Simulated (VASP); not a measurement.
A run of VASP 6.6.1 is set up as follows.

Contents of INCAR:

```
SYSTEM = InP
  PREC = Accurate
  ENCUT = 520
  EDIFF = 1E-6
  ISMEAR = 0
  SIGMA = 0.05
  LREAL = .FALSE.
  LASPH = .TRUE.
  NELM = 60
  ALGO = Normal
  ISIF = 2
  LWAVE = .FALSE.
  LCHARG = .FALSE.
  GGA = CA
  NBANDS = 16
```

Contents of KPOINTS:

```
regular mesh
0
G
  12 12 12
  0 0 0
```

The input POSCAR:

```
InP
1.0
    0.0000000000      3.1867661463      2.8226449480
    2.8226449480      0.0000000000      2.8226449480
    2.8226449480      3.1867661463      0.0000000000
In P
1 1
Direct
    0.0000000000      0.0000000000      0.0000000000
    0.7500000000      0.7500000000      0.7500000000
```

Potentials or basis: VASP PAW LDA potentials, release 64 (In_d, P).

Run with:

```bash
$ cat potpaw_LDA.64/In_d/POTCAR potpaw_LDA.64/P/POTCAR > POTCAR
$ mpirun -np 1 vasp_std > vasp.out
```

Q: Estimate the pressure.

A: -2.0 GPa.

Q: Predict the band gap on the k mesh.

A: 0.15 eV, direct.

Stress tensor (GPa, compression positive):
```
 0.18  0.00  0.00
 0.00 -6.49  0.00
 0.00  0.00  0.18
```

Caveat: spin-orbit coupling is left out, which moves the levels of the heavy elements.
